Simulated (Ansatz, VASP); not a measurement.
One calculation of HF, two programs

```
F H
1.0
    15.00000    0.00000    0.00000
     0.00000   15.50000    0.00000
     0.00000    0.00000   16.00000
F H
1 1
Direct
  0.47503 0.49897 0.48269
  0.52497 0.50103 0.51731
```

Alike in both runs: functional PBE; dispersion D3(BJ); k mesh 1 × 1 × 1; occupations gaussian, width 0.005 eV; no spin polarisation.

Ansatz relaxed the structure, and its values are those at the end. VASP's run is a single point on that final structure, the one shown.

|  | VASP | Ansatz |
| --- | --- | --- |
| version | VASP 6.6.1 | Ansatz 0.2.0 |
| potentials or method | VASP PAW PBE potentials, release 64 (F, H), cutoff 520 eV | scalar-relativistic, plane waves, PAW |
| valence electrons in the cell | 8 | 8 |

Ansatz gave:

| Item | Value |
| --- | --- |
| gap on the k mesh at the Fermi level (eV) | 8.57 |
| rms of the force components (eV/Å) | 0.006 |

**Question.** Which values does VASP return?

**Answer.** gap on the k mesh at the Fermi level (eV): 8.55; rms of the force components (eV/Å): 0.182.

One of these differences is far larger than is usual between the two programs; its cause wasn't traced.
